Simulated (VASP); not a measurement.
Here is a VASP 6.6.1 calculation.

The input INCAR:

```
SYSTEM = Ag
PREC = Accurate ; ENCUT = 520
EDIFF = 1E-7 ; ISMEAR = -1
SIGMA = 0.1 ; LREAL = .FALSE.
LASPH = .TRUE. ; NELM = 60
ALGO = Normal ; ISIF = 2
LWAVE = .FALSE. ; LCHARG = .FALSE.
GGA = PE ; NBANDS = 24
```

The input KPOINTS:

```
regular mesh
0
G
  9 9 13
  0 0 0
```

Contents of POSCAR:

```
Ag
1.0
    3.9379901013      0.0000000000      0.0000000000
   -1.9689950506      3.4103994676      0.0000000000
    0.0000000000      0.0000000000      2.3557935318
Ag
3
Direct
    0.0000000000      0.0000000000      0.0000000000
    0.3333333333      0.6666666667      0.5000000000
    0.6666666667      0.3333333333      0.5000000000
```

Potentials or basis: VASP PAW PBE potentials, release 64 (Ag).

Run with:

```sh
$ cat potpaw_PBE.64/Ag/POTCAR > POTCAR
$ mpirun -np 1 vasp_std > vasp.out
```

Q: What does it give for the pressure?

A: 218.6 GPa.

Stress tensor (GPa, compression positive):
```
218.50   0.00   0.00
  0.00 218.50   0.00
  0.00   0.00 218.77
```
